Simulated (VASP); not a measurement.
# Si (a cell with a defect) in VASP: single point with LDA

Aim: the single point of Si (a cell with a defect) with LDA.

All numbers are computed with VASP 6.6.1; they aren't measurements. Logs are shortened: lines on timing, memory, paths and dates and some standing lists are left out, and cuts for length are marked.

**1. The cell of the first run**

The cell holds a defect, 31 atoms: a = 9.356 Å, b = 9.356 Å, c = 9.356 Å, α = 109.47°, β = 109.47°, γ = 109.47°.

**2. Single point, LDA**

File INCAR:

```
PREC = Accurate
ENCUT = 520
EDIFF = 1E-6
ISMEAR = 0
SIGMA = 0.02
LREAL = Auto
LASPH = T
NELM = 60
ALGO = Normal
ISIF = 2
LWAVE = F
LCHARG = F
NELECT = 122.0
NBANDS = 83
```

File KPOINTS:

```
Automatic mesh
0
Gamma
  2 2 2
  0.5 0.5 0.5
```

File POSCAR:

```
Si
1.0
   -5.4019422754     -5.4019422754      5.4019422754
    5.4019422754     -5.4019422754     -5.4019422754
    5.4019422754      5.4019422754      5.4019422754
Si
31
Direct
    0.2499999873      0.7500000543      0.6250001070
    0.0074873070      0.7499999618     -0.0044714473
    0.5008428195      0.5021985356      0.7494355351
    0.2499999873      0.5074872815     -0.0044714473
    0.0091965996      0.5091966666      0.2705344533
    0.7458676518      0.7499999618      0.2504059523
    0.4908033749      0.7499999618      0.5113379335
    0.0021985611      0.0008428450      0.7494355351
    0.7541322717      0.2541322972      0.7545382368
    0.4978014134      0.2486442712     -0.0027629877
    0.2499999873      0.2458676773      0.2504059523
   -0.0008428450      0.2513557033      0.4985927029
    0.7513557704      0.4991572221      0.4985927029
    0.7486442457     -0.0021986536     -0.0027630802
    0.4925126675     -0.0074873070      0.2380412330
    0.2499999873     -0.0091965996      0.5113379335
    0.0091967847      0.7500000543      0.7386621879
    0.4978014134      0.4991571295      0.5005644937
    0.2499999873      0.5091967592      0.7386620953
    0.0074872144      0.5074872815      0.0119587542
    0.7541324569      0.7499999618     -0.0004060577
    0.4925127601      0.7500000543      0.2544715271
   -0.0008428450     -0.0021985611      0.5005644937
    0.7458676518      0.2458675847      0.4954615143
    0.5008428195      0.2486442712      0.7514073259
    0.2500000798      0.2541324824     -0.0004059651
    0.0021985611      0.2513557033      0.2527630675
    0.7513556778      0.5021985356      0.2527630675
    0.7486443382      0.0008428450      0.7514074185
    0.4908031898     -0.0091967847     -0.0205346511
    0.2499999873     -0.0074873070      0.2544715271
```

Potentials or basis: VASP PAW LDA potentials, release 64 (Si).

Started as:

```sh
$ cat potpaw_LDA.64/Si/POTCAR > POTCAR
$ mpirun -np 1 vasp_std > vasp.out
```

OUTCAR:

```text
PREC = Accurate
   ENCUT = 520
   EDIFF = 1E-6
   ISMEAR = 0
   LREAL = Auto
   LASPH = T
   NELM = 60
   ISIF = 2
   NELECT = 122.0

 ion  position               nearest neighbor table
   1  0.250  0.750  0.625-  30 2.79  17 2.79  19 2.79  16 2.79   7 2.79   5 2.79
   2  0.007  0.750  0.996-  20 2.32  31 2.32  21 2.38  17 2.41
   3  0.501  0.502  0.749-  18 2.31  19 2.34  21 2.34  25 2.38
   4  0.250  0.507  0.996-  22 2.32  20 2.32  26 2.38  19 2.41
   5  0.009  0.509  0.271-  28 2.34  27 2.34  20 2.41   1 2.79
   6  0.746  0.750  0.250-  28 2.34  23 2.34  21 2.37  22 2.38
   7  0.491  0.750  0.511-  18 2.34  29 2.34  22 2.41   1 2.79
[... 22 lines left out ...]
  30  0.491  0.991  0.979-  10 2.34  14 2.34  15 2.41   1 2.79
  31  0.250  0.993  0.254-  15 2.32   2 2.32  11 2.38  16 2.41

  LATTYP: Found a body centered cubic cell.
 ALAT       =    10.8038845508

  Lattice vectors:

 A1 = (  -5.4019422754,  -5.4019422754,   5.4019422754)
 A2 = (   5.4019422754,  -5.4019422754,  -5.4019422754)
 A3 = (   5.4019422754,   5.4019422754,   5.4019422754)

Analysis of symmetry for initial positions (statically):
=====================================================================
 Subroutine PRICEL returns:
 Original cell was already a primitive cell.

 Routine SETGRP: Setting up the symmetry group for a
 body centered cubic supercell.

 Subroutine GETGRP returns: Found 12 space group operations
 (whereof  1 operations were pure point group operations)
 out of a pool of 48 trial point group operations.

The static configuration has the point symmetry C_1 .
 The point group associated with its full space group is D_3d.

Analysis of symmetry for dynamics (positions and initial velocities):
=====================================================================
 Subroutine PRICEL returns:
 Original cell was already a primitive cell.

 Routine SETGRP: Setting up the symmetry group for a
 body centered cubic supercell.

 Subroutine GETGRP returns: Found 12 space group operations
 (whereof  1 operations were pure point group operations)
 out of a pool of 48 trial point group operations.

The dynamic configuration has the point symmetry C_1 .
 The point group associated with its full space group is D_3d.

 Subroutine INISYM returns: Found 12 space group operations
 (whereof  1 operations are pure point group operations),
 and found     1 'primitive' translations

----------------------------------------------------------------------------------------

                                     Primitive cell

  volume of cell :     630.5359

  direct lattice vectors                    reciprocal lattice vectors
    -5.401942275 -5.401942275  5.401942275     0.000000000 -0.092559301  0.092559301
     5.401942275 -5.401942275 -5.401942275     0.092559301 -0.092559301  0.000000000
     5.401942275  5.401942275  5.401942275     0.092559301  0.000000000  0.092559301

  length of vectors
     9.356438481  9.356438481  9.356438481     0.130898619  0.130898619  0.130898619

  position of ions in fractional coordinates (direct lattice)
     0.249999987  0.750000054  0.625000107
     0.007487307  0.749999962  0.995528553
     0.500842820  0.502198536  0.749435535
     0.249999987  0.507487281  0.995528553
     0.009196600  0.509196667  0.270534453
     0.745867652  0.749999962  0.250405952
[... 23 lines left out ...]
     0.490803190  0.990803215  0.979465349
     0.249999987  0.992512693  0.254471527

  ion indices of the primitive-cell ions
   primitive index   ion index
                 1           1
                 2           2
                 3           3
                 4           4
                 5           5
                 6           6
[... 23 lines left out ...]
                30          30
                31          31

----------------------------------------------------------------------------------------

 KPOINTS: Automatic mesh

Automatic generation of k-mesh.
 Grid dimensions read from file:
 generate k-points for:    2    2    2

 Generating k-lattice:

  Cartesian coordinates                     Fractional coordinates (reciprocal lattice)
     0.000000000 -0.046279650  0.046279650     0.500000000  0.000000000  0.000000000
     0.046279650 -0.046279650  0.000000000     0.000000000  0.500000000  0.000000000
     0.046279650  0.000000000  0.046279650     0.000000000  0.000000000  0.500000000

  Length of vectors
     0.065449309  0.065449309  0.065449309

  Shift w.r.t. Gamma in fractional coordinates (k-lattice)
     0.500000000  0.500000000  0.500000000

 Subroutine IBZKPT returns following result:
 ===========================================

 Found      2 irreducible k-points:

 Following reciprocal coordinates:
            Coordinates               Weight
  0.250000  0.250000  0.250000      2.000000
 -0.250000  0.250000  0.250000      6.000000
   k-points           NKPTS =      2   k-points in BZ     NKDIM =      2   number of bands    NBANDS=     83
   number of dos      NEDOS =    301   number of ions     NIONS =     31
   total plane-waves  NPLWV = 343000
   dimension x,y,z NGX =    70 NGY =   70 NGZ =   70
   dimension x,y,z NGXF=   140 NGYF=  140 NGZF=  140
   ions per type =              31
   NGX,Y,Z   is equivalent  to a cutoff of  12.44, 12.44, 12.44 a.u.
   NGXF,Y,Z  is equivalent  to a cutoff of  24.88, 24.88, 24.88 a.u.
 SYSTEM =  unknown system
   PREC   = accura    normal or accurate (medium, high low for compatibility)
   ISTART =      0    job   : 0-new  1-cont  2-samecut
   ICHARG =      2    charge: 1-file 2-atom 10-const
   ISPIN  =      1    spin polarized calculation?
   LNONCOLLINEAR =      F non collinear calculations
   LSORBIT =      F    spin-orbit coupling
   LASPH  =      T    aspherical Exc in radial PAW
   ENCUT  =  520.0 eV  38.22 Ry    6.18 a.u.  17.40 17.40 17.40*2*pi/ulx,y,z
   NELM   =     60;   NELMIN=  2; NELMDL= -5     # of ELM steps
   EDIFF  = 0.1E-05   stopping-criterion for ELM
   LREAL  =      T    real-space projection
   EDIFFG = 0.1E-04   stopping-criterion for IOM
   NSW    =      0    number of steps for IOM
   IBRION =     -1    ionic relax: 0-MD 1-quasi-New 2-CG
   NFREE  =      0    steps in history (QN), initial steepest desc. (CG)
   ISIF   =      2    stress and relaxation
   ISYM   =      2    0-nonsym 1-usesym 2-fastsym
   POTIM  = 0.5000    time-step for ionic-motion
   TEBEG  =    0.0;   TEEND  =   0.0 temperature during run
   PSTRESS=    0.0 pullay stress
   NELECT =     122.0000    total number of electrons
   NUPDOWN=      -1.0000    fix difference up-down
   EMIN   =  10.00;   EMAX   =-10.00  energy-range for DOS
   EFERMI =   0.00;   METHOD = LEGACY
   ISMEAR =     0;   SIGMA  =   0.02  broadening in eV -4-tet -1-fermi 0-gaus
   EFERMI_NEDOS =   21; number of points for ismear=-14 and -15
   IALGO  =     38    algorithm
   IMIX   =      4    mixing-type and parameters
     AMIX     =   0.40;   BMIX     =  1.00
     AMIX_MAG =   1.60;   BMIX_MAG =  1.00
  volume/ion in A,a.u.               =      20.34       137.26
  Fermi-wavevector in a.u.,A,eV,Ry     =   0.946873  1.789330 12.198542  0.896568
  Thomas-Fermi vector in A             =   2.074912
   LORBIT       =      0    0 simple, 1 ext, 2 COOP (PROOUT), +10 PAW based schemes
   GGA     = CA    functional components
   LHFCALC =     F    Hartree Fock is set to
   AEXX    =    0.0000 exact exchange contribution
   IVDW    =     0    specifies the selected vdW correction
   LEPSILON=     F    determine dielectric tensor
   LRPA    =     F    only Hartree local field effects (RPA)
 non-spin polarized calculation
 Gauss-broadening in eV      SIGMA  =   0.02
  energy-cutoff  :      520.00
  volume of cell :      630.54
 maximum number of plane-waves:     17028
 NGX is ok and might be reduce to    70
   NGX = 35   NGY = 35   NGZ = 35

 number of electron     121.9999998 magnetization

 Free energy of the ion-electron system (eV)
  ---------------------------------------------------
  ext. energy  EPLUGINS =         0.00000000
  ---------------------------------------------------
  free energy    TOTEN  =      -191.36101970 eV

  energy without entropy =     -191.36101970  energy(sigma->0) =     -191.36101970

 E-fermi :   5.2208     XC(G=0):  -9.5218

 val. band max:        5.0877177768   @ k =   0.2500   0.2500   0.2500
 cond. band min:       5.3438762709   @ k =  -0.2500   0.2500   0.2500
 fundamental gap:      0.2561584941
 Fermi energy:         5.2207734862

 k-point     1 :       0.2500    0.2500    0.2500
  band No.  band energies     occupation
      1      -5.4775      2.00000
      2      -5.4775      2.00000
      3      -5.4121      2.00000
      4      -5.2795      2.00000
      5      -3.6464      2.00000
      6      -3.6464      2.00000
[... 65 lines left out ...]
     72       7.2907      0.00000
     73       7.2907      0.00000

 k-point     2 :      -0.2500    0.2500    0.2500
  band No.  band energies     occupation
      1      -5.9465      2.00000
      2      -4.9870      2.00000
      3      -4.8936      2.00000
      4      -4.8677      2.00000
      5      -4.7954      2.00000
      6      -4.1178      2.00000
[... 65 lines left out ...]
     72       7.9803      0.00000
     73       7.9810      0.00000
 [bands above 73 left out]

------------------------ aborting loop because EDIFF is reached ----------------------------------------

  FORCE on cell =-STRESS in cart. coord.  units (eV):
  Direction    XX          YY          ZZ          XY          YZ          ZX
  --------------------------------------------------------------------------------------
  -------------------------------------------------------------------------------------
  Total      -31.1514266    -31.1514266    -31.1514266     -2.7957318     -2.7957318     -2.7957318
  in kB      -79.1550658    -79.1550658    -79.1550658     -7.1038908     -7.1038908     -7.1038908
  external PRESSURE =     -79.1550658 kB  Pullay stress =       0.0000000 kB

 VOLUME and BASIS-vectors are now :
 -----------------------------------------------------------------------------
  energy-cutoff  :      520.00
  volume of cell :      630.54
      direct lattice vectors                 reciprocal lattice vectors
    -5.401942275 -5.401942275  5.401942275     0.000000000 -0.092559301  0.092559301
     5.401942275 -5.401942275 -5.401942275     0.092559301 -0.092559301  0.000000000
     5.401942275  5.401942275  5.401942275     0.092559301  0.000000000  0.092559301

 POSITION                                       TOTAL-FORCE (eV/Angst)
 -----------------------------------------------------------------------------------
      6.07719     -2.02573      0.67524        -0.000000     -0.000000     -0.000000
      9.38880      1.28589      1.36678         0.008606      0.008606     -0.001277
      4.05573     -1.36996      4.04108        -0.003276      0.007918      0.006638
      6.76872      1.28589      3.98686        -0.001277      0.008606      0.008606
      4.16238     -1.33892     -1.23956        -0.004377      0.004962     -0.004377
      1.37500     -6.72791      1.33036        -0.002525     -0.002525      0.002455
[... 23 lines left out ...]
      7.99199     -2.71254      2.59004         0.004377     -0.004962      0.004377
      5.38565     -5.33734     -2.63637         0.001277     -0.008606     -0.008606
 -----------------------------------------------------------------------------------
    total drift:                               -0.000154      0.000177     -0.000262

  FREE ENERGIE OF THE ION-ELECTRON SYSTEM (eV)
  ---------------------------------------------------
  free  energy   TOTEN  =      -191.3610197031 eV

  energy  without entropy=     -191.3610197031  energy(sigma->0) =     -191.36101970
```

Run time: 8 min. Hardware: 1 thread of AMD EPYC 7R13, shared host; peak memory 0.47 GiB.

Results:

```
Free energy   : -191.3610 eV
Largest force : 0.012 eV/Å
```

Forces in eV/Å, atoms in the order of the input:
```
Si   0.000  0.000  0.000
Si   0.009  0.009 -0.001
Si  -0.003  0.008  0.007
Si  -0.001  0.009  0.009
Si  -0.004  0.005 -0.004
Si  -0.003 -0.003  0.002
Si  -0.004 -0.004  0.005
Si   0.007  0.008 -0.003
Si  -0.003  0.002 -0.003
Si   0.007 -0.003  0.008
Si   0.002 -0.003 -0.003
Si  -0.003  0.007  0.008
Si   0.008  0.007 -0.003
Si   0.008 -0.003  0.007
Si   0.009 -0.001  0.009
Si   0.005 -0.004 -0.004
Si   0.004  0.004 -0.005
Si  -0.007 -0.008  0.003
Si  -0.005  0.004  0.004
Si  -0.009  0.001 -0.009
Si   0.003  0.003 -0.002
Si  -0.009 -0.009  0.001
Si   0.003 -0.008 -0.007
Si   0.003 -0.002  0.003
Si   0.003 -0.007 -0.008
Si  -0.002  0.003  0.003
Si  -0.007  0.003 -0.008
Si  -0.008  0.003 -0.007
Si  -0.008 -0.007  0.003
Si   0.004 -0.005  0.004
Si   0.001 -0.009 -0.009
```

Caveat: the cell carries a net charge on a neutralising background, which shifts energy and pressure; the cell is charged against a uniform background, so pressure and absolute levels hang on convention.
